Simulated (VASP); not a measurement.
# La4LuF3 (P6/mmm) in VASP: notebook

Runs on La4LuF3. Level: PBE. Tasks: single point, relaxation of cell and atoms.

Everything below comes from runs of VASP 6.6.1. Logs are shortened: lines on timing, memory, paths and dates and some standing lists are left out, and cuts for length are marked.

**1. The cell of the first run**

Symmetry: P6/mmm, No. 191, hexagonal system. The conventional cell has a = 5.998 Å, b = 5.998 Å, c = 7.501 Å, α = 90.00°, β = 90.00°, γ = 120.00°. La (site symmetry 3m) has 3 F at 2.59 Å and 4 La at 3.46 to 3.64 Å within 3.7 Å. Lu (site symmetry 6/mmm) has 12 La at 3.91 Å and 12 F at 4.80 Å within 5.1 Å. F (site symmetry mmm) has 4 La at 2.59 Å and 4 F at 3.00 Å within 3.4 Å.

The cell was generated, and may not be a known phase.

**2. Single point, PBE**

INCAR reads:

```
ALGO = Normal
EDIFF = 1E-6
ENCUT = 520
GGA = PE
ISIF = 2
ISMEAR = 0
LASPH = True
LCHARG = True
LELF = True
LREAL = False
LVHAR = True
LWAVE = False
NBANDS = 55
NELM = 80
PREC = Accurate
SIGMA = 0.2
```

KPOINTS reads:

```
k-points
0
Gamma
  4 4 2
```

POSCAR reads:

```
La4LuF3
1.0
    5.9982916210     -0.0000000035      0.0000000000
   -2.9991458075      5.1946729248      0.0000000000
    0.0000000000      0.0000000000      7.5005203222
La Lu F
4 1 3
Direct
    0.3333333333      0.6666666667      0.7574633018
    0.6666666667      0.3333333333      0.7574633018
    0.6666666667      0.3333333333      0.2425366982
    0.3333333333      0.6666666667      0.2425366982
    0.0000000000      0.0000000000      0.0000000000
    0.5000000000      0.0000000000      0.5000000000
    0.0000000000      0.5000000000      0.5000000000
    0.5000000000      0.5000000000      0.5000000000
```

Potentials or basis: VASP PAW PBE potentials, release 64 (La, Lu, F).

Launch:

```console
$ cat potpaw_PBE.64/La/POTCAR potpaw_PBE.64/Lu/POTCAR potpaw_PBE.64/F/POTCAR > POTCAR
$ mpirun -np 1 vasp_std > vasp.out
```

OUTCAR:

```text
EDIFF = 1E-6
   ENCUT = 520
   GGA = PE
   ISIF = 2
   ISMEAR = 0
   LASPH = True
   LREAL = False
   NELM = 80
   PREC = Accurate

 ion  position               nearest neighbor table
   1  0.333  0.667  0.757-   6 2.59   7 2.59   8 2.59   2 3.46   2 3.46   2 3.46   4 3.64
   2  0.667  0.333  0.757-   6 2.59   7 2.59   8 2.59   1 3.46   1 3.46   1 3.46   3 3.64
   3  0.667  0.333  0.243-   6 2.59   7 2.59   8 2.59   4 3.46   4 3.46   4 3.46   2 3.64
   4  0.333  0.667  0.243-   6 2.59   7 2.59   8 2.59   3 3.46   3 3.46   3 3.46   1 3.64
   5  0.000  0.000  0.000-
   6  0.500  0.000  0.500-   1 2.59   2 2.59   3 2.59   4 2.59
   7  0.000  0.500  0.500-   1 2.59   2 2.59   3 2.59   4 2.59
   8  0.500  0.500  0.500-   1 2.59   2 2.59   3 2.59   4 2.59

  LATTYP: Found a hexagonal cell.
 ALAT       =     5.9982916210
 C/A-ratio  =     1.2504427587

  Lattice vectors:

 A1 = (   5.9982916210,  -0.0000000035,   0.0000000000)
 A2 = (  -2.9991458075,   5.1946729248,   0.0000000000)
 A3 = (   0.0000000000,   0.0000000000,   7.5005203222)

Analysis of symmetry for initial positions (statically):
=====================================================================
 Subroutine PRICEL returns:
 Original cell was already a primitive cell.

 Routine SETGRP: Setting up the symmetry group for a
 hexagonal supercell.

 Subroutine GETGRP returns: Found 24 space group operations
 (whereof 24 operations were pure point group operations)
 out of a pool of 24 trial point group operations.

The static configuration has the point symmetry D_6h.

Analysis of symmetry for dynamics (positions and initial velocities):
=====================================================================
 Subroutine PRICEL returns:
 Original cell was already a primitive cell.

 Routine SETGRP: Setting up the symmetry group for a
 hexagonal supercell.

 Subroutine GETGRP returns: Found 24 space group operations
 (whereof 24 operations were pure point group operations)
 out of a pool of 24 trial point group operations.

The dynamic configuration has the point symmetry D_6h.

 Subroutine INISYM returns: Found 24 space group operations
 (whereof 24 operations are pure point group operations),
 and found     1 'primitive' translations

----------------------------------------------------------------------------------------

                                     Primitive cell

  volume of cell :     233.7099

  direct lattice vectors                    reciprocal lattice vectors
     5.998291621 -0.000000003  0.000000000     0.166714135  0.096252451  0.000000000
    -2.999145808  5.194672925  0.000000000     0.000000000  0.192504902  0.000000000
     0.000000000  0.000000000  7.500520322     0.000000000  0.000000000  0.133324084

  length of vectors
     5.998291621  5.998291621  7.500520322     0.192504902  0.192504902  0.133324084

  position of ions in fractional coordinates (direct lattice)
     0.333333333  0.666666667  0.757463302
     0.666666667  0.333333333  0.757463302
     0.666666667  0.333333333  0.242536698
     0.333333333  0.666666667  0.242536698
     0.000000000  0.000000000  0.000000000
     0.500000000  0.000000000  0.500000000
     0.000000000  0.500000000  0.500000000
     0.500000000  0.500000000  0.500000000

  ion indices of the primitive-cell ions
   primitive index   ion index
                 1           1
                 2           2
                 3           3
                 4           4
                 5           5
                 6           6
                 7           7
                 8           8

----------------------------------------------------------------------------------------

 KPOINTS: k-points

Automatic generation of k-mesh.
 Grid dimensions read from file:
 generate k-points for:    4    4    2

 Generating k-lattice:

  Cartesian coordinates                     Fractional coordinates (reciprocal lattice)
     0.041678534  0.024063113  0.000000000     0.250000000  0.000000000  0.000000000
     0.000000000  0.048126225  0.000000000     0.000000000  0.250000000  0.000000000
     0.000000000  0.000000000  0.066662042     0.000000000  0.000000000  0.500000000

  Length of vectors
     0.048126225  0.048126225  0.066662042

  Shift w.r.t. Gamma in fractional coordinates (k-lattice)
     0.000000000  0.000000000  0.000000000

 Subroutine IBZKPT returns following result:
 ===========================================

 Found      8 irreducible k-points:

 Following reciprocal coordinates:
            Coordinates               Weight
  0.000000  0.000000  0.000000      1.000000
  0.250000  0.000000  0.000000      6.000000
  0.500000  0.000000  0.000000      3.000000
  0.250000  0.250000  0.000000      6.000000
  0.000000  0.000000  0.500000      1.000000
  0.250000  0.000000  0.500000      6.000000
  0.500000  0.000000  0.500000      3.000000
  0.250000  0.250000  0.500000      6.000000
   k-points           NKPTS =      8   k-points in BZ     NKDIM =      8   number of bands    NBANDS=     55
   number of dos      NEDOS =    301   number of ions     NIONS =      8
   total plane-waves  NPLWV = 129024
   dimension x,y,z NGX =    48 NGY =   48 NGZ =   56
   dimension x,y,z NGXF=    96 NGYF=   96 NGZF=  112
   ions per type =               4   1   3
   NGX,Y,Z   is equivalent  to a cutoff of  13.30, 13.30, 12.41 a.u.
   NGXF,Y,Z  is equivalent  to a cutoff of  26.61, 26.61, 24.82 a.u.
 SYSTEM =  unknown system
   PREC   = accura    normal or accurate (medium, high low for compatibility)
   ISTART =      0    job   : 0-new  1-cont  2-samecut
   ICHARG =      2    charge: 1-file 2-atom 10-const
   ISPIN  =      1    spin polarized calculation?
   LNONCOLLINEAR =      F non collinear calculations
   LSORBIT =      F    spin-orbit coupling
   LASPH  =      T    aspherical Exc in radial PAW
   ENCUT  =  520.0 eV  38.22 Ry    6.18 a.u.  11.15 11.15 13.95*2*pi/ulx,y,z
   NELM   =     80;   NELMIN=  2; NELMDL= -5     # of ELM steps
   EDIFF  = 0.1E-05   stopping-criterion for ELM
   LREAL  =      F    real-space projection
   EDIFFG = 0.1E-04   stopping-criterion for IOM
   NSW    =      0    number of steps for IOM
   IBRION =     -1    ionic relax: 0-MD 1-quasi-New 2-CG
   NFREE  =      0    steps in history (QN), initial steepest desc. (CG)
   ISIF   =      2    stress and relaxation
   ISYM   =      2    0-nonsym 1-usesym 2-fastsym
   POTIM  = 0.5000    time-step for ionic-motion
   TEBEG  =    0.0;   TEEND  =   0.0 temperature during run
   PSTRESS=    0.0 pullay stress
   NELECT =      90.0000    total number of electrons
   NUPDOWN=      -1.0000    fix difference up-down
   EMIN   =  10.00;   EMAX   =-10.00  energy-range for DOS
   EFERMI =   0.00;   METHOD = LEGACY
   ISMEAR =     0;   SIGMA  =   0.20  broadening in eV -4-tet -1-fermi 0-gaus
   EFERMI_NEDOS =   21; number of points for ismear=-14 and -15
   IALGO  =     38    algorithm
   IMIX   =      4    mixing-type and parameters
     AMIX     =   0.40;   BMIX     =  1.00
     AMIX_MAG =   1.60;   BMIX_MAG =  1.00
  volume/ion in A,a.u.               =      29.21       197.14
  Fermi-wavevector in a.u.,A,eV,Ry     =   1.191050  2.250758 19.301222  1.418600
  Thomas-Fermi vector in A             =   2.327120
   LORBIT       =      0    0 simple, 1 ext, 2 COOP (PROOUT), +10 PAW based schemes
   GGA     = PE    functional components
   LHFCALC =     F    Hartree Fock is set to
   AEXX    =    0.0000 exact exchange contribution
   IVDW    =     0    specifies the selected vdW correction
   LEPSILON=     F    determine dielectric tensor
   LRPA    =     F    only Hartree local field effects (RPA)
 non-spin polarized calculation
 Gauss-broadening in eV      SIGMA  =   0.20
  energy-cutoff  :      520.00
  volume of cell :      233.71
 maximum number of plane-waves:      6312
 NGX is ok and might be reduce to    48
   NGX = 23   NGY = 23   NGZ = 27

 number of electron      90.0000005 magnetization

 Free energy of the ion-electron system (eV)
  ---------------------------------------------------
  ext. energy  EPLUGINS =         0.00000000
  ---------------------------------------------------
  free energy    TOTEN  =       -42.67095778 eV

  energy without entropy =      -42.43122000  energy(sigma->0) =      -42.55108889

 E-fermi :   5.4372     XC(G=0):  -9.0161

 val. band max:        5.4238651784   @ k =   0.2500   0.0000   0.5000
 cond. band min:       5.4421841197   @ k =   0.2500   0.0000   0.0000
 fundamental gap:      0.0183189413
 Fermi energy:         5.4371881737

 k-point     1 :       0.0000    0.0000    0.0000
  band No.  band energies     occupation
      1     -51.5281      2.00000
      2     -27.9390      2.00000
      3     -27.8393      2.00000
      4     -27.6769      2.00000
      5     -27.6091      2.00000
      6     -22.2250      2.00000
[... 47 lines left out ...]
     54       6.7042      0.00000
     55       6.7095      0.00000

 k-point     2 :       0.2500    0.0000    0.0000
  band No.  band energies     occupation
      1     -51.5281      2.00000
      2     -27.9068      2.00000
      3     -27.8107      2.00000
      4     -27.7114      2.00000
      5     -27.6392      2.00000
      6     -22.2253      2.00000
[... 47 lines left out ...]
     54       6.7559      0.00000
     55       6.7961      0.00000

 k-point     3 :       0.5000    0.0000    0.0000
  band No.  band energies     occupation
      1     -51.5281      2.00000
      2     -27.8540      2.00000
      3     -27.7665      2.00000
      4     -27.7641      2.00000
      5     -27.6874      2.00000
      6     -22.2255      2.00000
[... 47 lines left out ...]
     54       6.7625      0.00000
     55       6.7890      0.00000

 k-point     4 :       0.2500    0.2500    0.0000
  band No.  band energies     occupation
      1     -51.5281      2.00000
      2     -27.8540      2.00000
      3     -27.7666      2.00000
      4     -27.7641      2.00000
      5     -27.6874      2.00000
      6     -22.2255      2.00000
[... 47 lines left out ...]
     54       6.7799      0.00000
     55       6.8145      0.00000

 k-point     5 :       0.0000    0.0000    0.5000
  band No.  band energies     occupation
      1     -51.5281      2.00000
      2     -27.8979      2.00000
      3     -27.8815      2.00000
      4     -27.6491      2.00000
      5     -27.6374      2.00000
      6     -22.2251      2.00000
[... 47 lines left out ...]
     54       6.7350      0.00000
     55       6.7672      0.00000

 k-point     6 :       0.2500    0.0000    0.5000
  band No.  band energies     occupation
      1     -51.5281      2.00000
      2     -27.8657      2.00000
      3     -27.8528      2.00000
      4     -27.6795      2.00000
      5     -27.6717      2.00000
      6     -22.2253      2.00000
[... 47 lines left out ...]
     54       6.6704      0.00000
     55       6.8183      0.00000

 k-point     7 :       0.5000    0.0000    0.5000
  band No.  band energies     occupation
      1     -51.5281      2.00000
      2     -27.8131      2.00000
      3     -27.8058      2.00000
      4     -27.7282      2.00000
      5     -27.7264      2.00000
      6     -22.2255      2.00000
[... 47 lines left out ...]
     54       6.7758      0.00000
     55       6.8002      0.00000

 k-point     8 :       0.2500    0.2500    0.5000
  band No.  band energies     occupation
      1     -51.5281      2.00000
      2     -27.8132      2.00000
      3     -27.8058      2.00000
      4     -27.7283      2.00000
      5     -27.7264      2.00000
      6     -22.2255      2.00000
[... 47 lines left out ...]
     54       6.7729      0.00000
     55       6.7995      0.00000

------------------------ aborting loop because EDIFF is reached ----------------------------------------

  FORCE on cell =-STRESS in cart. coord.  units (eV):
  Direction    XX          YY          ZZ          XY          YZ          ZX
  --------------------------------------------------------------------------------------
  -------------------------------------------------------------------------------------
  Total       -0.5830121     -0.5830121     -0.2830952      0.0000000      0.0000000      0.0000000
  in kB       -3.9967870     -3.9967870     -1.9407338      0.0000000      0.0000000      0.0000000
  external PRESSURE =      -3.3114359 kB  Pullay stress =       0.0000000 kB

 VOLUME and BASIS-vectors are now :
 -----------------------------------------------------------------------------
  energy-cutoff  :      520.00
  volume of cell :      233.71
      direct lattice vectors                 reciprocal lattice vectors
     5.998291621 -0.000000003  0.000000000     0.166714135  0.096252451  0.000000000
    -2.999145808  5.194672925  0.000000000     0.000000000  0.192504902  0.000000000
     0.000000000  0.000000000  7.500520322     0.000000000  0.000000000  0.133324084

 POSITION                                       TOTAL-FORCE (eV/Angst)
 -----------------------------------------------------------------------------------
      0.00000      3.46312      5.68137         0.000000     -0.000000      0.059105
      2.99915      1.73156      5.68137         0.000000      0.000000      0.059105
      2.99915      1.73156      1.81915        -0.000000     -0.000000     -0.059105
      0.00000      3.46312      1.81915        -0.000000      0.000000     -0.059105
      0.00000      0.00000      0.00000         0.000000      0.000000      0.000000
      2.99915     -0.00000      3.75026         0.000000      0.000000      0.000000
     -1.49957      2.59734      3.75026         0.000000      0.000000      0.000000
      1.49957      2.59734      3.75026         0.000000      0.000000      0.000000
 -----------------------------------------------------------------------------------
    total drift:                               -0.000000      0.000000     -0.000000

  FREE ENERGIE OF THE ION-ELECTRON SYSTEM (eV)
  ---------------------------------------------------
  free  energy   TOTEN  =       -42.6709577835 eV

  energy  without entropy=      -42.4312200024  energy(sigma->0) =      -42.55108889
```

It took 1.9 min on 1 thread of Intel Xeon 6975P-C (Granite Rapids), shared host; peak memory 0.38 GiB.

What came out:

```
Free energy            : -42.6710 eV
Pressure               : -0.3 GPa
Largest force          : 0.059 eV/Å
Band gap on the k mesh : zero (bands 45 and 46 overlap by 0.16 eV)
```

Forces in eV/Å, atoms in the order of the input:
```
La   0.000  0.000  0.059
La   0.000  0.000  0.059
La   0.000  0.000 -0.059
La   0.000  0.000 -0.059
Lu   0.000  0.000  0.000
F    0.000  0.000  0.000
F    0.000  0.000  0.000
F    0.000  0.000  0.000
```

Caveat: the k points lie up to 0.42 Å⁻¹ apart; spin-orbit coupling is left out, which moves the levels of the heavy elements.

**3. Single point, PBE**

This run uses another cell than the first one, of 28.98 Å³/atom.

INCAR reads:

```
ALGO = Normal
EDIFF = 1E-6
ENCUT = 520
GGA = PE
ISIF = 2
ISMEAR = 0
LASPH = T
LCHARG = F
LREAL = F
LWAVE = F
NBANDS = 55
NELM = 60
PREC = Accurate
SIGMA = 0.1
```

KPOINTS reads:

```
k-points
0
Gamma
  6 6 4
```

POSCAR reads:

```
La4LuF3
1.0
    5.9647285876      0.0000000000      0.0000000000
   -2.9823642938      5.1656064836      0.0000000000
    0.0000000000      0.0000000000      7.5247733821
La Lu F
4 1 3
Direct
    0.3333333333      0.6666666667      0.7575022383
    0.6666666667      0.3333333333      0.7575022383
    0.6666666667      0.3333333333      0.2424977617
    0.3333333333      0.6666666667      0.2424977617
    0.0000000000      0.0000000000      0.0000000000
    0.5000000000      0.0000000000      0.5000000000
    0.0000000000      0.5000000000      0.5000000000
    0.5000000000      0.5000000000      0.5000000000
```

Potentials or basis: VASP PAW PBE potentials, release 64 (La, Lu, F).

Launch:

```console
$ cat potpaw_PBE.64/La/POTCAR potpaw_PBE.64/Lu/POTCAR potpaw_PBE.64/F/POTCAR > POTCAR
$ mpirun -np 1 vasp_std > vasp.out
```

Run time: 4.4 min. Hardware: 1 thread of Intel Xeon 6975P-C (Granite Rapids), shared host; peak memory 0.5 GiB.

Results (log left out):

```
Free energy            : -42.5905 eV
Pressure               : -0.1 GPa
Largest force          : 0.018 eV/Å
Band gap on the k mesh : zero (bands 45 and 46 overlap by 0.42 eV)
```

Forces in eV/Å, atoms in the order of the input:
```
La   0.000  0.000 -0.018
La   0.000  0.000 -0.018
La   0.000  0.000  0.018
La   0.000  0.000  0.018
Lu   0.000  0.000  0.000
F    0.000  0.000  0.000
F    0.000  0.000  0.000
F    0.000  0.000  0.000
```

Levels at points of the mesh, in eV from the Fermi level:
```tsv
k point	band 41	band 42	band 43	band 44	band 45	band 46	band 47	band 48	band 49	band 50
(0.00, 0.00, 0.00)	-0.70	-0.70	-0.58	-0.58	0.16	0.16	0.24	0.24	0.92	1.20
(0.50, 0.00, 0.00)	-0.75	-0.69	-0.37	-0.23	0.03	0.11	0.14	0.26	0.47	0.71
(0.00, 0.00, 0.50)	-1.33	-0.34	-0.34	-0.07	0.13	0.13	0.27	0.27	0.98	1.07
(0.50, 0.00, 0.50)	-0.82	-0.71	-0.25	-0.24	-0.13	0.11	0.13	0.67	0.72	0.73
```

Caveat: spin-orbit coupling is left out, which moves the levels of the heavy elements.

[end of part 1 of 2]

The gap in the log of VASP goes by the Fermi energy; the results here count the filled bands.